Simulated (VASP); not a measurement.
AlCu3, 4 atoms in the cell. The structure is cubic, space group Pm-3m (No. 221). Conventional cell: a = 3.632 Å, b = 3.632 Å, c = 3.632 Å, α = 90.00°, β = 90.00°, γ = 90.00°. Al (site symmetry m-3m) has 12 Cu at 2.57 Å within 3.4 Å. Cu (site symmetry 4/mmm) has 4 Al at 2.57 Å and 8 Cu at 2.57 Å within 3.4 Å. 

- Program: VASP 6.6.1
- Task: vibrations by perturbation theory
- Functional: PBEsol
- Potentials or basis: VASP PAW PBE potentials, release 64 (Al, Cu)
- Cutoff: 520 eV
- k mesh: 12 × 12 × 12
- Occupations: fermi-dirac, width 0.15 eV
- Spin: no spin polarisation
- Dipole correction: no
- Further INCAR settings: ALGO = Normal; EDIFF = 1e-08; IBRION = 8; NSW = 1

Potentials or basis: VASP PAW PBE potentials, release 64 (Al, Cu).

Run with:

```bash
$ cat potpaw_PBE.64/Al/POTCAR potpaw_PBE.64/Cu/POTCAR > POTCAR
$ mpirun -np 1 vasp_std > vasp.out
```

Hardware: 1 thread of Intel(R) Xeon(R) 6975P-C (Granite Rapids), on a shared host.

**Question.** How long does it take, and how much memory?

**Answer.** It took 9.8 min on 1 thread of Intel(R) Xeon(R) 6975P-C (Granite Rapids), with other jobs on the host, peak memory 0.74 GiB. Counts: scf iterations 58, k points 84.
